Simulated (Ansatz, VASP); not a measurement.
# TaN in VASP and in Ansatz

Contents of INCAR:

```
  ALGO = Normal
  EDIFF = 1E-6
  ENCUT = 520
  GGA = PE
  ISIF = 2
  ISMEAR = 0
  LASPH = True
  LCHARG = True
  LELF = True
  LREAL = False
  LVHAR = True
  LWAVE = False
  NBANDS = 15
  NELM = 80
  PREC = Accurate
  SIGMA = 0.15
```

KPOINTS

```
k-points
0
Gamma
  18 18 18
```

POSCAR

```
TaN
1.0
    0.0000000000      2.1354200000      2.1790000000
    2.1790000000      0.0000000000      2.1790000000
    2.1790000000      2.1354200000      0.0000000000
Ta N
1 1
Direct
    0.5000000000      0.5000000000      0.5000000000
    0.0000000000      0.0000000000      0.0000000000
```

Input for Ansatz:

```yaml
crystal:
  lattice:
    - [0.0, 2.13542, 2.179]
    - [2.179, 0.0, 2.179]
    - [2.179, 2.13542, 0.0]
  atoms:
    - { symbol: Ta, position: [0.5, 0.5, 0.5] }
    - { symbol: "N", position: [0.0, 0.0, 0.0] }
basis:
  ecutwfc: 420
kpoints:
  mp_grid: { grid: [18, 18, 18] }
hamiltonian:
  xc: pbe
scf:
  occupations: { method: gaussian, width: 0.15 }
output:
  forces: true
  stress: true
  eigenvalues: true
```

Change from the starting cell: strain -0.0200 x Voigt [0, 1, 0, 0, 0, 0], atoms carried along.

Alike in both runs: task single point; functional PBE; k mesh 18 × 18 × 18; occupations gaussian, width 0.15 eV; no spin polarisation.

|  | VASP | Ansatz |
| --- | --- | --- |
| version | VASP 6.6.1 | Ansatz 0.2.0 |
| potentials or method | VASP PAW PBE potentials, release 64 (Ta_pv, N), cutoff 520 eV | scalar-relativistic, plane waves, PAW |
| valence electrons in the cell | 16 | 18 |

Ansatz gave:

| Property | Result |
| --- | --- |
| gap on the k mesh at the Fermi level (eV) | none |
| pressure (GPa) | 23.2 |
| traceless stress, the component that is largest in VASP (GPa) | 10.52 |

Problem. Which values does VASP return?

Solution. gap on the k mesh at the Fermi level (eV): none; pressure (GPa): 24.3; traceless stress, the component that is largest in VASP (GPa): 10.60.

A gap of «none» marks a metal or a gap that the smearing closes. VASP's potentials hold 16 valence electrons a cell and Ansatz's 18, so a difference there can come from the potentials and not from the codes.

Neither program's run includes spin-orbit coupling.
